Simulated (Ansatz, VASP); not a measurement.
One calculation of Sr, two programs

INCAR

```
  PREC = Accurate
  ENCUT = 520
  EDIFF = 1E-6
  ISMEAR = 0
  SIGMA = 0.05
  LREAL = F
  LASPH = T
  NELM = 100
  ALGO = Normal
  ISIF = 2
  LWAVE = F
  LCHARG = F
  GGA = PE
  NBANDS = 11
```

File KPOINTS:

```
regular mesh
0
Gamma
  6 6 8
```

File POSCAR:

```
Sr
1.0
   11.3349489490      0.0000000000      0.0000000000
   -5.6674744745      9.8163537404      0.0000000000
    0.0000000000      0.0000000000      4.5608632575
Sr
1
Direct
    0.0000000000      0.0000000000      0.0000000000
```

Input for Ansatz:

```yaml
crystal:
  lattice:
    - [11.334948949, 0.0, 0.0]
    - [-5.6674744745, 9.8163537404, 0.0]
    - [0.0, 0.0, 4.5608632575]
  atoms:
    - { symbol: Sr, position: [0.0, 0.0, 0.0] }
basis:
  ecutwfc: 420
kpoints:
  mp_grid: { grid: [6, 6, 8] }
hamiltonian:
  xc: pbe
scf:
  occupations: { method: gaussian, width: 0.05 }
output:
  forces: true
  stress: true
  eigenvalues: true
```

Alike in both runs: task single point; functional PBE; k mesh 6 × 6 × 8; occupations gaussian, width 0.05 eV; no spin polarisation.

|  | VASP | Ansatz |
| --- | --- | --- |
| version | VASP 6.6.1 | Ansatz 0.2.0 |
| potentials or method | VASP PAW PBE potentials, release 64 (Sr_sv), cutoff 520 eV | scalar-relativistic, plane waves, PAW |
| valence electrons in the cell | 10 | 10 |

|  | VASP | Ansatz | Ansatz less VASP |
| --- | --- | --- | --- |
| gap on the k mesh at the Fermi level (eV) | 0.37 | 0.37 | -0.007 |
| least direct gap on the mesh (eV) | 0.38 | 0.38 | -0.007 |
| pressure (GPa) | 0.0 | 0.0 | 0.00 |
